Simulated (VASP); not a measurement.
# MnHg3 (Pm-3m) in VASP: notebook

The runs below take MnHg3 through single point, with PBE.

Program: VASP 6.6.1. These are calculated values, not measurements. Logs are shortened: lines on timing, memory, paths and dates and some standing lists are left out, and cuts for length are marked.

## Step 1: The cell of the first run

Symmetry: Pm-3m, No. 221, cubic system. Conventional cell: a = 4.418 Å, b = 4.418 Å, c = 4.418 Å, α = 90.00°, β = 90.00°, γ = 90.00°. Within 4.1 Å of Mn (site symmetry m-3m) lie 12 Hg at 3.12 Å. Hg (site symmetry 4/mmm) has 4 Mn at 3.12 Å and 8 Hg at 3.12 Å within 4.1 Å.

## Step 2: Single point, PBE, collinear spin, ferromagnetic start

Input file INCAR:

```
SYSTEM = MnHg3
ALGO = Normal
EDIFF = 1E-6
ENCUT = 520
GGA = PE
ISIF = 2
ISMEAR = 0
ISPIN = 2
LASPH = .True.
LCHARG = .False.
LMAXMIX = 4
LORBIT = 11
LREAL = .False.
LWAVE = .False.
MAGMOM = 4 0 0 0
NBANDS = 36
NELM = 150
PREC = Accurate
SIGMA = 0.1
```

Input file KPOINTS:

```
k-points
0
Gamma
  5 5 5
  0 0 0
```

Input file POSCAR:

```
MnHg3
1.0
    4.4178500000      0.0000000000      0.0000000000
    0.0000000000      4.4178500000      0.0000000000
    0.0000000000      0.0000000000      4.4178500000
Mn Hg
1 3
Direct
    0.0000000000      0.0000000000      0.0000000000
    0.5000000000      0.0000000000      0.5000000000
    0.0000000000      0.5000000000      0.5000000000
    0.5000000000      0.5000000000      0.0000000000
```

Potentials or basis: VASP PAW PBE potentials, release 64 (Mn_pv, Hg).

Command:

```
cat potpaw_PBE.64/Mn_pv/POTCAR potpaw_PBE.64/Hg/POTCAR > POTCAR
mpirun -np 1 vasp_std > vasp.out
```

OUTCAR:

```text
SYSTEM = MnHg3
   EDIFF = 1E-6
   ENCUT = 520
   GGA = PE
   ISIF = 2
   ISMEAR = 0
   ISPIN = 2
   LASPH = .True.
   LORBIT = 11
   LREAL = .False.
   NELM = 150
   PREC = Accurate

 ion  position               nearest neighbor table
   1  0.000  0.000  0.000-   2 3.12   3 3.12   4 3.12   2 3.12   3 3.12   3 3.12   4 3.12   3 3.12
                             2 3.12   4 3.12   2 3.12   4 3.12
   2  0.500  0.000  0.500-   1 3.12   3 3.12   4 3.12   1 3.12   4 3.12   3 3.12   4 3.12   4 3.12
                             1 3.12   3 3.12   1 3.12   3 3.12
   3  0.000  0.500  0.500-   1 3.12   2 3.12   4 3.12   1 3.12   4 3.12   1 3.12   2 3.12   1 3.12
                             2 3.12   4 3.12   4 3.12   2 3.12
   4  0.500  0.500  0.000-   1 3.12   2 3.12   3 3.12   2 3.12   3 3.12   1 3.12   2 3.12   2 3.12
                             1 3.12   3 3.12   3 3.12   1 3.12

  LATTYP: Found a simple cubic cell.
 ALAT       =     4.4178500000

  Lattice vectors:

 A1 = (   4.4178500000,   0.0000000000,   0.0000000000)
 A2 = (   0.0000000000,   4.4178500000,   0.0000000000)
 A3 = (   0.0000000000,   0.0000000000,   4.4178500000)

Analysis of symmetry for initial positions (statically):
=====================================================================
 Subroutine PRICEL returns:
 Original cell was already a primitive cell.

 Routine SETGRP: Setting up the symmetry group for a
 simple cubic supercell.

 Subroutine GETGRP returns: Found 48 space group operations
 (whereof 48 operations were pure point group operations)
 out of a pool of 48 trial point group operations.

The static configuration has the point symmetry O_h .

Analysis of symmetry for dynamics (positions and initial velocities):
=====================================================================
 Subroutine PRICEL returns:
 Original cell was already a primitive cell.

 Routine SETGRP: Setting up the symmetry group for a
 simple cubic supercell.

 Subroutine GETGRP returns: Found 48 space group operations
 (whereof 48 operations were pure point group operations)
 out of a pool of 48 trial point group operations.

The dynamic configuration has the point symmetry O_h .

Analysis of structural, dynamic, and magnetic symmetry:
=====================================================================
 Subroutine PRICEL returns:
 Original cell was already a primitive cell.

 Routine SETGRP: Setting up the symmetry group for a
 simple cubic supercell.

 Subroutine GETGRP returns: Found 48 space group operations
 (whereof 48 operations were pure point group operations)
 out of a pool of 48 trial point group operations.

The overall configuration has the point symmetry O_h .

[... 116 lines left out ...]
   LEPSILON=     F    determine dielectric tensor
   LRPA    =     F    only Hartree local field effects (RPA)
 spin polarized calculation
 Gauss-broadening in eV      SIGMA  =   0.10
  energy-cutoff  :      520.00
  volume of cell :       86.22
 maximum number of plane-waves:      2338
 NGX is ok and might be reduce to    36
   NGX = 17   NGY = 17   NGZ = 17

 number of electron      48.9999986 magnetization       4.2386817

 Free energy of the ion-electron system (eV)
  ---------------------------------------------------
  ext. energy  EPLUGINS =         0.00000000
  ---------------------------------------------------
  free energy    TOTEN  =        -8.32955005 eV

  energy without entropy =       -8.31126511  energy(sigma->0) =       -8.32040758

 E-fermi :   3.9378     XC(G=0): -11.0867

 val. band max:        3.9358832399   @ k =   0.4000   0.4000   0.4000
 cond. band min:       3.9390164238   @ k =   0.4000   0.0000   0.0000
 fundamental gap:      0.0031331839
 Fermi energy:         3.9377704104

 spin component 1

 k-point     1 :       0.0000    0.0000    0.0000
  band No.  band energies     occupation
      1     -46.5282      1.00000
      2     -46.5282      1.00000
      3     -46.5282      1.00000
      4      -5.4845      1.00000
      5      -4.4816      1.00000
      6      -4.2613      1.00000
[... 379 lines left out ...]
     35      16.1408      0.00000
     36      16.1411      0.00000
 Fermi energy:         3.9377704104

 spin component 2

 k-point     1 :       0.0000    0.0000    0.0000
  band No.  band energies     occupation
      1     -42.2333      1.00000
      2     -42.2333      1.00000
      3     -42.2333      1.00000
      4      -5.4200      1.00000
      5      -4.4235      1.00000
      6      -4.2512      1.00000
[... 379 lines left out ...]
     35      16.3339      0.00000
     36      16.5368      0.00000

------------------------ aborting loop because EDIFF is reached ----------------------------------------

  FORCE on cell =-STRESS in cart. coord.  units (eV):
  Direction    XX          YY          ZZ          XY          YZ          ZX
  --------------------------------------------------------------------------------------
  -------------------------------------------------------------------------------------
  Total        0.0388633      0.0388633      0.0388633      0.0000000      0.0000000     -0.0000000
  in kB        0.7221333      0.7221333      0.7221333      0.0000000      0.0000000     -0.0000000
  external PRESSURE =       0.7221333 kB  Pullay stress =       0.0000000 kB

 VOLUME and BASIS-vectors are now :
 -----------------------------------------------------------------------------
  energy-cutoff  :      520.00
  volume of cell :       86.22
      direct lattice vectors                 reciprocal lattice vectors
     4.417850000  0.000000000  0.000000000     0.226354448  0.000000000  0.000000000
     0.000000000  4.417850000  0.000000000     0.000000000  0.226354448  0.000000000
     0.000000000  0.000000000  4.417850000     0.000000000  0.000000000  0.226354448

 POSITION                                       TOTAL-FORCE (eV/Angst)
 -----------------------------------------------------------------------------------
      0.00000      0.00000      0.00000         0.000000      0.000000      0.000000
      2.20892      0.00000      2.20892         0.000000      0.000000      0.000000
      0.00000      2.20892      2.20892         0.000000      0.000000      0.000000
      2.20892      2.20892      0.00000         0.000000      0.000000      0.000000
 -----------------------------------------------------------------------------------
    total drift:                                0.000000      0.000000      0.000000

  FREE ENERGIE OF THE ION-ELECTRON SYSTEM (eV)
  ---------------------------------------------------
  free  energy   TOTEN  =        -8.3295500517 eV

  energy  without entropy=       -8.3112651133  energy(sigma->0) =       -8.32040758

 total charge

# of ion       s       p       d       tot
------------------------------------------
    1        0.228   6.110   4.958  11.296
    2        0.833   0.344   9.305  10.482
    3        0.833   0.344   9.305  10.482
    4        0.833   0.344   9.305  10.482
--------------------------------------------------
tot          2.726   7.143  32.873  42.743

 magnetization (x)

# of ion       s       p       d       tot
------------------------------------------
    1        0.056   0.015   4.007   4.079
    2       -0.004  -0.019   0.013  -0.010
    3       -0.004  -0.019   0.013  -0.010
    4       -0.004  -0.019   0.013  -0.010
--------------------------------------------------
tot          0.044  -0.042   4.045   4.048
```

OSZICAR:

```text
N       E                     dE             d eps       ncg     rms          rms(c)
DAV:   1     0.472082989454E+03    0.47208E+03   -0.25558E+04  1512   0.141E+03
DAV:   2     0.932447754903E+01   -0.46276E+03   -0.43946E+03  1456   0.403E+02
DAV:   3    -0.858858920220E+01   -0.17913E+02   -0.17647E+02  1624   0.908E+01
DAV:   4    -0.874662145055E+01   -0.15803E+00   -0.15768E+00  1560   0.771E+00
DAV:   5    -0.874850440113E+01   -0.18830E-02   -0.18829E-02  1540   0.771E-01    0.109E+01
DAV:   6    -0.885925990438E+01   -0.11076E+00   -0.46786E+00  1532   0.173E+01    0.107E+01
DAV:   7    -0.835461463258E+01    0.50465E+00   -0.14566E+00  1552   0.142E+01    0.666E+00
DAV:   8    -0.832962434039E+01    0.24990E-01   -0.16789E-01  1520   0.294E+00    0.343E+00
DAV:   9    -0.832812008011E+01    0.15043E-02   -0.38448E-02  1532   0.164E+00    0.966E-01
DAV:  10    -0.832947741327E+01   -0.13573E-02   -0.87006E-03  1556   0.658E-01    0.192E-01
DAV:  11    -0.832951619474E+01   -0.38781E-04   -0.64673E-04  1520   0.205E-01    0.796E-02
DAV:  12    -0.832953169641E+01   -0.15502E-04   -0.12196E-04  1548   0.769E-02    0.288E-02
DAV:  13    -0.832955067957E+01   -0.18983E-04   -0.21016E-05  1520   0.324E-02    0.193E-02
DAV:  14    -0.832955005169E+01    0.62788E-06   -0.46498E-06  1264   0.195E-02
   1 F= -.83295501E+01 E0= -.83204076E+01  d E =-.182849E-01  mag=     4.2396
```

stdout:

```text
POSCAR found type information on POSCAR MnHg
 POSCAR found :  2 types and       4 ions
 scaLAPACK will be used
 LDA part: xc-table for (Slater+PW92), standard interpolation
 POSCAR, INCAR and KPOINTS ok, starting setup
 FFT: planning ... GRIDC
 FFT: planning ... GRID_SOFT
 FFT: planning ... GRID
 WAVECAR not read
 entering main loop
```

Run time: 59 s. Hardware: 1 thread of Intel Xeon 8259CL, shared host; peak memory 0.23 GiB.

Results:

```
Free energy                                           : -8.3296 eV
Pressure                                              : 0.1 GPa
Net moment                                            : 4.24 μB per cell
Site moments                                          : Mn +4.08; Hg -0.01 μB
Valence electrons inside the program's atomic spheres : Mn 11.30; Hg 10.48
```

Caveat: spin-orbit coupling is left out, which moves the levels of the heavy elements.

## Step 3: Single point, PBE, collinear spin, ferromagnetic start

This run uses another cell than the first one, of 22.10 Å³/atom.

Input file INCAR:

```
SYSTEM = MnHg3
PREC = Accurate
ENCUT = 520
EDIFF = 1E-7
ISMEAR = 0
SIGMA = 0.1
LREAL = .False.
LASPH = .True.
NELM = 150
ALGO = Normal
ISIF = 2
LWAVE = .False.
LCHARG = .True.
ISPIN = 2
MAGMOM = 4 0 0 0
LORBIT = 11
LMAXMIX = 4
GGA = PE
LELF = .True.
LVHAR = .True.
NBANDS = 36
```

Input file KPOINTS:

```
Automatic mesh
0
Gamma
  5 5 5
  0 0 0
```

Input file POSCAR:

```
MnHg3
1.0
    4.4543628128      0.0000000000      0.0000000000
    0.0000000000      4.4543628128      0.0000000000
    0.0000000000      0.0000000000      4.4543628128
Mn Hg
1 3
Direct
    0.0000000000      0.0000000000      0.0000000000
    0.5000000000      0.0000000000      0.5000000000
    0.0000000000      0.5000000000      0.5000000000
    0.5000000000      0.5000000000      0.0000000000
```

Potentials or basis: VASP PAW PBE potentials, release 64 (Mn_pv, Hg).

Command:

```
cat potpaw_PBE.64/Mn_pv/POTCAR potpaw_PBE.64/Hg/POTCAR > POTCAR
mpirun -np 1 vasp_std > vasp.out
```

It took 68 s on 1 thread of Intel Xeon 8259CL, shared host; peak memory 0.23 GiB.

The run converged. Its results:

```
Free energy                                           : -8.3243 eV
Pressure                                              : -1.0 GPa
Net moment                                            : 4.28 μB per cell
Site moments                                          : Mn +4.11; Hg -0.01 μB
Valence electrons inside the program's atomic spheres : Mn 11.28; Hg 10.47
```

Levels at points of the mesh, in eV from the Fermi level:
Spin up:
```tsv
k point	band 24	band 25	band 26	band 27	band 28	band 29	band 30	band 31
(0.00, 0.00, 0.00)	-2.67	-0.35	-0.35	-0.35	0.73	0.73	3.04	7.19
```
Spin down:
```csv
k point,band 20,band 21,band 22,band 23,band 24,band 25
"(0.00, 0.00, 0.00)",-0.62,-0.62,-0.20,-0.20,-0.20,1.11
```

Caveat: spin-orbit coupling is left out, which moves the levels of the heavy elements.

[end of part 1 of 2]
